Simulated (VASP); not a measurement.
# CdSe (F-43m) in VASP: settings compared

CdSe is run at these levels: rpbe exchange, lyp correlation, r2SCAN+rVV10; tasks: single point.

All numbers are computed with VASP 6.6.1; they aren't measurements. Logs are shortened: lines on timing, memory, paths and dates and some standing lists are left out, and cuts for length are marked.

### 1 The cell of the first run

Symmetry: F-43m, No. 216, cubic system. The conventional cell has a = 6.141 Å, b = 6.141 Å, c = 6.141 Å, α = 90.00°, β = 90.00°, γ = 90.00°. Cd (site symmetry -43m) has 4 Se at 2.66 Å within 3.5 Å. Se (site symmetry -43m) has 4 Cd at 2.66 Å within 3.5 Å.

### 2 Single point, rpbe exchange, lyp correlation

Contents of INCAR:

```
PREC     = Accurate       # precision mode
ENCUT    = 500            # plane-wave cutoff, eV
EDIFF    = 1E-6           # SCF threshold, eV
ISMEAR   = 0              # smearing method
SIGMA    = 0.01           # smearing width, eV
LREAL    = False          # projectors in reciprocal space
LASPH    = True           # aspherical terms in the spheres
NELM     = 120            # most SCF steps
ALGO     = Normal         # electronic algorithm
ISIF     = 2              # what is computed and relaxed
LWAVE    = False          # write WAVECAR
LCHARG   = True           # write CHGCAR
GGA      = LIBXC          # functional
LIBXC1   = GGA_X_RPBE   
LIBXC2   = GGA_C_LYP    
LELF     = True           # ELF
LVHAR    = True         
NBANDS   = 16             # bands
GGA_COMPAT= False
```

Contents of KPOINTS:

```
regular mesh
0
Gamma
  8 8 8
```

Contents of POSCAR:

```
CdSe
1.0
    4.3420191692      0.0000000000      0.0000000000
    2.1710095846      3.7602989042      0.0000000000
    2.1710095846      1.2534329681      3.5452438060
Cd Se
1 1
Direct
    0.0000000000      0.0000000000      0.0000000000
    0.2500000000      0.2500000000      0.2500000000
```

Potentials or basis: VASP PAW PBE potentials, release 64 (Cd, Se).

Launch:

```console
$ cat potpaw_PBE.64/Cd/POTCAR potpaw_PBE.64/Se/POTCAR > POTCAR
$ mpirun -np 1 vasp_std > vasp.out
```

OUTCAR:

```text
PREC = Accurate
   ENCUT = 500
   EDIFF = 1E-6
   ISMEAR = 0
   LREAL = False
   LASPH = True
   NELM = 120
   ISIF = 2
   GGA = LIBXC

 ion  position               nearest neighbor table
   1  0.000  0.000  0.000-   2 2.66   2 2.66   2 2.66   2 2.66
   2  0.250  0.250  0.250-   1 2.66   1 2.66   1 2.66   1 2.66

  LATTYP: Found a face centered cubic cell.
 ALAT       =     6.1405423971

  Lattice vectors:

 A1 = (   4.3420191692,   0.0000000000,   0.0000000000)
 A2 = (   2.1710095846,   3.7602989042,   0.0000000000)
 A3 = (   2.1710095846,   1.2534329681,   3.5452438060)

Analysis of symmetry for initial positions (statically):
=====================================================================
 Subroutine PRICEL returns:
 Original cell was already a primitive cell.

 Routine SETGRP: Setting up the symmetry group for a
 face centered cubic supercell.

 Subroutine GETGRP returns: Found 24 space group operations
 (whereof 24 operations were pure point group operations)
 out of a pool of 48 trial point group operations.

The static configuration has the point symmetry T_d .

Analysis of symmetry for dynamics (positions and initial velocities):
=====================================================================
 Subroutine PRICEL returns:
 Original cell was already a primitive cell.

 Routine SETGRP: Setting up the symmetry group for a
 face centered cubic supercell.

 Subroutine GETGRP returns: Found 24 space group operations
 (whereof 24 operations were pure point group operations)
 out of a pool of 48 trial point group operations.

The dynamic configuration has the point symmetry T_d .

 Subroutine INISYM returns: Found 24 space group operations
 (whereof 24 operations are pure point group operations),
 and found     1 'primitive' translations

----------------------------------------------------------------------------------------

                                     Primitive cell

  volume of cell :      57.8842

  direct lattice vectors                    reciprocal lattice vectors
     4.342019169  0.000000000  0.000000000     0.230307597 -0.132968153 -0.094022683
     2.171009585  3.760298904  0.000000000     0.000000000  0.265936306 -0.094022683
     2.171009585  1.253432968  3.545243806     0.000000000  0.000000000  0.282068048

  length of vectors
     4.342019169  4.342019169  4.342019169     0.282068048  0.282068048  0.282068048

  position of ions in fractional coordinates (direct lattice)
     0.000000000  0.000000000  0.000000000
     0.250000000  0.250000000  0.250000000

  ion indices of the primitive-cell ions
   primitive index   ion index
                 1           1
                 2           2

----------------------------------------------------------------------------------------

 KPOINTS: regular mesh

Automatic generation of k-mesh.
 Grid dimensions read from file:
 generate k-points for:    8    8    8

 Generating k-lattice:

  Cartesian coordinates                     Fractional coordinates (reciprocal lattice)
     0.028788450 -0.016621019 -0.011752835     0.125000000 -0.000000000  0.000000000
     0.000000000  0.033242038 -0.011752835     0.000000000  0.125000000  0.000000000
     0.000000000  0.000000000  0.035258506     0.000000000  0.000000000  0.125000000

  Length of vectors
     0.035258506  0.035258506  0.035258506

  Shift w.r.t. Gamma in fractional coordinates (k-lattice)
     0.000000000  0.000000000  0.000000000

 Subroutine IBZKPT returns following result:
 ===========================================

 Found     29 irreducible k-points:

 Following reciprocal coordinates:
            Coordinates               Weight
  0.000000  0.000000  0.000000      1.000000
  0.125000  0.000000 -0.000000      8.000000
  0.250000  0.000000 -0.000000      8.000000
  0.375000  0.000000  0.000000      8.000000
  0.500000  0.000000 -0.000000      4.000000
  0.125000  0.125000  0.000000      6.000000
[... 16 lines left out ...]
  0.500000  0.250000  0.125000     48.000000
 -0.375000  0.250000  0.125000     24.000000
 [... further k-points ...]
   k-points           NKPTS =     29   k-points in BZ     NKDIM =     29   number of bands    NBANDS=     16
   number of dos      NEDOS =    301   number of ions     NIONS =      2
   total plane-waves  NPLWV =  32768
   dimension x,y,z NGX =    32 NGY =   32 NGZ =   32
   dimension x,y,z NGXF=    64 NGYF=   64 NGZF=   64
   ions per type =               1   1
   NGX,Y,Z   is equivalent  to a cutoff of  12.25, 12.25, 12.25 a.u.
   NGXF,Y,Z  is equivalent  to a cutoff of  24.50, 24.50, 24.50 a.u.
 SYSTEM =  unknown system
   PREC   = accura    normal or accurate (medium, high low for compatibility)
   ISTART =      0    job   : 0-new  1-cont  2-samecut
   ICHARG =      2    charge: 1-file 2-atom 10-const
   ISPIN  =      1    spin polarized calculation?
   LNONCOLLINEAR =      F non collinear calculations
   LSORBIT =      F    spin-orbit coupling
   LASPH  =      T    aspherical Exc in radial PAW
   ENCUT  =  500.0 eV  36.75 Ry    6.06 a.u.   7.92  7.92  7.92*2*pi/ulx,y,z
   NELM   =    120;   NELMIN=  2; NELMDL= -5     # of ELM steps
   EDIFF  = 0.1E-05   stopping-criterion for ELM
   LREAL  =      F    real-space projection
   EDIFFG = 0.1E-04   stopping-criterion for IOM
   NSW    =      0    number of steps for IOM
   IBRION =     -1    ionic relax: 0-MD 1-quasi-New 2-CG
   NFREE  =      0    steps in history (QN), initial steepest desc. (CG)
   ISIF   =      2    stress and relaxation
   ISYM   =      2    0-nonsym 1-usesym 2-fastsym
   POTIM  = 0.5000    time-step for ionic-motion
   TEBEG  =    0.0;   TEEND  =   0.0 temperature during run
   PSTRESS=    0.0 pullay stress
   NELECT =      18.0000    total number of electrons
   NUPDOWN=      -1.0000    fix difference up-down
   EMIN   =  10.00;   EMAX   =-10.00  energy-range for DOS
   EFERMI =   0.00;   METHOD = LEGACY
   ISMEAR =     0;   SIGMA  =   0.01  broadening in eV -4-tet -1-fermi 0-gaus
   EFERMI_NEDOS =   21; number of points for ismear=-14 and -15
   IALGO  =     38    algorithm
   IMIX   =      4    mixing-type and parameters
     AMIX     =   0.40;   BMIX     =  1.00
     AMIX_MAG =   1.60;   BMIX_MAG =  1.00
  volume/ion in A,a.u.               =      28.94       195.31
  Fermi-wavevector in a.u.,A,eV,Ry     =   1.109121  2.095935 16.737199  1.230149
  Thomas-Fermi vector in A             =   2.245657
   LORBIT       =      0    0 simple, 1 ext, 2 COOP (PROOUT), +10 PAW based schemes
   GGA     = LIBXC    functional components
   LHFCALC =     F    Hartree Fock is set to
   AEXX    =    0.0000 exact exchange contribution
   IVDW    =     0    specifies the selected vdW correction
   LEPSILON=     F    determine dielectric tensor
   LRPA    =     F    only Hartree local field effects (RPA)
 non-spin polarized calculation
 Gauss-broadening in eV      SIGMA  =   0.01
  energy-cutoff  :      500.00
  volume of cell :       57.88
 maximum number of plane-waves:      1480
   NGX = 15   NGY = 15   NGZ = 15

 number of electron      18.0000008 magnetization

 Free energy of the ion-electron system (eV)
  ---------------------------------------------------
  ext. energy  EPLUGINS =         0.00000000
  ---------------------------------------------------
  free energy    TOTEN  =        -4.05632145 eV

  energy without entropy =       -4.05632145  energy(sigma->0) =       -4.05632145

 E-fermi :   1.3124     XC(G=0):  -8.0320

 val. band max:        1.2563285951   @ k =   0.0000   0.0000   0.0000
 cond. band min:       1.8890559327   @ k =   0.0000   0.0000   0.0000
 fundamental gap:      0.6327273376
 Fermi energy:         1.3124016219

 k-point     1 :       0.0000    0.0000    0.0000
  band No.  band energies     occupation
      1     -11.1808      2.00000
      2      -6.6346      2.00000
      3      -6.6346      2.00000
      4      -6.6346      2.00000
      5      -6.2998      2.00000
      6      -6.2998      2.00000
[... 8 lines left out ...]
     15      12.4000      0.00000
     16      12.4000      0.00000

 k-point     2 :       0.1250    0.0000   -0.0000
  band No.  band energies     occupation
      1     -11.1322      2.00000
      2      -6.6190      2.00000
      3      -6.6190      2.00000
      4      -6.5873      2.00000
      5      -6.3005      2.00000
      6      -6.3005      2.00000
[... 8 lines left out ...]
     15      11.7106      0.00000
     16      11.9372      0.00000

 k-point     3 :       0.2500    0.0000   -0.0000
  band No.  band energies     occupation
      1     -11.0139      2.00000
      2      -6.5851      2.00000
      3      -6.5851      2.00000
      4      -6.4318      2.00000
      5      -6.2975      2.00000
      6      -6.2975      2.00000
[... 8 lines left out ...]
     15      11.4766      0.00000
     16      11.6887      0.00000

 k-point     4 :       0.3750    0.0000    0.0000
  band No.  band energies     occupation
      1     -10.8945      2.00000
      2      -6.5581      2.00000
      3      -6.5581      2.00000
      4      -6.2860      2.00000
      5      -6.2860      2.00000
      6      -6.1816      2.00000
[... 8 lines left out ...]
     15      12.3107      0.00000
     16      12.3107      0.00000

 k-point     5 :       0.5000    0.0000   -0.0000
  band No.  band energies     occupation
      1     -10.8449      2.00000
      2      -6.5494      2.00000
      3      -6.5494      2.00000
      4      -6.2782      2.00000
      5      -6.2782      2.00000
      6      -6.0266      2.00000
[... 8 lines left out ...]
     15      13.4464      0.00000
     16      13.4464      0.00000

 k-point     6 :       0.1250    0.1250    0.0000
  band No.  band energies     occupation
      1     -11.1161      2.00000
      2      -6.6039      2.00000
      3      -6.6039      2.00000
      4      -6.5918      2.00000
      5      -6.3095      2.00000
      6      -6.2921      2.00000
[... 8 lines left out ...]
     15      12.3942      0.00000
     16      12.5332      0.00000
[... 267 lines left out ...]
 k-point    21 :       0.5000    0.5000    0.0000
  band No.  band energies     occupation
      1     -10.7389      2.00000
      2      -6.4538      2.00000
      3      -6.3997      2.00000
      4      -6.3997      2.00000
      5      -6.2473      2.00000
      6      -5.9638      2.00000
[... 8 lines left out ...]
     15      13.6973      0.00000
     16      14.6552      0.00000

 k-point    22 :       0.3750    0.2500    0.1250
  band No.  band energies     occupation
      1     -10.9263      2.00000
      2      -6.5470      2.00000
      3      -6.5295      2.00000
      4      -6.3876      2.00000
      5      -6.2893      2.00000
      6      -6.2532      2.00000
[... 8 lines left out ...]
     15      12.8550      0.00000
     16      14.1148      0.00000

 k-point    23 :       0.5000    0.2500    0.1250
  band No.  band energies     occupation
      1     -10.8316      2.00000
      2      -6.5209      2.00000
      3      -6.5053      2.00000
      4      -6.3372      2.00000
      5      -6.2794      2.00000
      6      -6.0722      2.00000
[... 8 lines left out ...]
     15      13.2042      0.00000
     16      14.0567      0.00000

 k-point    24 :      -0.3750    0.2500    0.1250
  band No.  band energies     occupation
      1     -10.7925      2.00000
      2      -6.5158      2.00000
      3      -6.4945      2.00000
      4      -6.3154      2.00000
      5      -6.2844      2.00000
      6      -5.9478      2.00000
[... 8 lines left out ...]
     15      13.0784      0.00000
     16      13.9704      0.00000

 [... further k-points ...]

------------------------ aborting loop because EDIFF is reached ----------------------------------------

  FORCE on cell =-STRESS in cart. coord.  units (eV):
  Direction    XX          YY          ZZ          XY          YZ          ZX
  --------------------------------------------------------------------------------------
  -------------------------------------------------------------------------------------
  Total        2.2528510      2.2528510      2.2528510     -0.0000000      0.0000000      0.0000000
  in kB       62.3566583     62.3566583     62.3566583     -0.0000000      0.0000000      0.0000000
  external PRESSURE =      62.3566583 kB  Pullay stress =       0.0000000 kB

 VOLUME and BASIS-vectors are now :
 -----------------------------------------------------------------------------
  energy-cutoff  :      500.00
  volume of cell :       57.88
      direct lattice vectors                 reciprocal lattice vectors
     4.342019169  0.000000000  0.000000000     0.230307597 -0.132968153 -0.094022683
     2.171009585  3.760298904  0.000000000     0.000000000  0.265936306 -0.094022683
     2.171009585  1.253432968  3.545243806     0.000000000  0.000000000  0.282068048

 POSITION                                       TOTAL-FORCE (eV/Angst)
 -----------------------------------------------------------------------------------
      0.00000      0.00000      0.00000        -0.000000     -0.000000     -0.000000
      2.17101      1.25343      0.88631         0.000000      0.000000      0.000000
 -----------------------------------------------------------------------------------
    total drift:                                0.000000      0.000000      0.000000

  FREE ENERGIE OF THE ION-ELECTRON SYSTEM (eV)
  ---------------------------------------------------
  free  energy   TOTEN  =        -4.0563214539 eV

  energy  without entropy=       -4.0563214539  energy(sigma->0) =       -4.05632145
```

Run time: 17 s. Hardware: 1 thread of Intel Xeon 6975P-C (Granite Rapids), shared host; peak memory 0.18 GiB.

What came out:

```
Free energy            : -4.0563 eV
Pressure               : 6.2 GPa
Band gap on the k mesh : 0.63 eV
```

Levels at points of the mesh, in eV from the valence-band top:
| k point | band 7 | band 8 | band 9 | band 10 | band 11 | band 12 |
| --- | --- | --- | --- | --- | --- | --- |
| (0.00, 0.00, 0.00) | 0.00 | 0.00 | 0.00 | 0.63 | 6.01 | 6.01 |
| (0.50, 0.00, 0.00) | -4.16 | -0.70 | -0.70 | 2.43 | 6.54 | 6.54 |
| (0.50, 0.50, 0.00) | -3.92 | -1.72 | -1.72 | 3.42 | 3.79 | 9.20 |

Caveat: the cell stands under pressure; semilocal functionals underestimate gaps, and a narrow one can read as zero; the PAW data sets were made with another functional, which shifts forces and pressure a little.

(Continued in part 2 of 2.)
